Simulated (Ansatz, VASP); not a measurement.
**W in VASP and in Ansatz**

```
W
1.0
     2.85459    0.00000    0.00000
    -1.42730    2.47215    0.00000
     0.00000    0.00000   24.32307
W
5
Direct
  0.66667 0.33333 0.30835
  0.33333 0.66667 0.40417
  0.00000 0.00000 0.50000
  0.66667 0.33333 0.59583
  0.33333 0.66667 0.69165
```

Alike in both runs: task single point; functional PBE; k mesh 12 × 12 × 1; occupations gaussian, width 0.1 eV; no spin polarisation.

|  | VASP | Ansatz |
| --- | --- | --- |
| version | VASP 6.6.1 | Ansatz 0.2.0 |
| potentials or method | VASP PAW PBE potentials, release 64 (W_sv), cutoff 520 eV | scalar-relativistic, plane waves, PAW |
| valence electrons in the cell | 70 | 70 |

|  | VASP | Ansatz | Ansatz less VASP |
| --- | --- | --- | --- |
| gap on the k mesh at the Fermi level (eV) | none | none | - |
| rms of the force components (eV/Å) | 0.103 | 0.098 | -0.0046 |

Atom by atom the forces differ by 0.009 eV/Å (rms over components). A gap of «none» marks a metal or a gap that the smearing closes. With one functional, cell and mesh, what is left measures potentials, basis and numerics.

Spin-orbit coupling is off throughout.
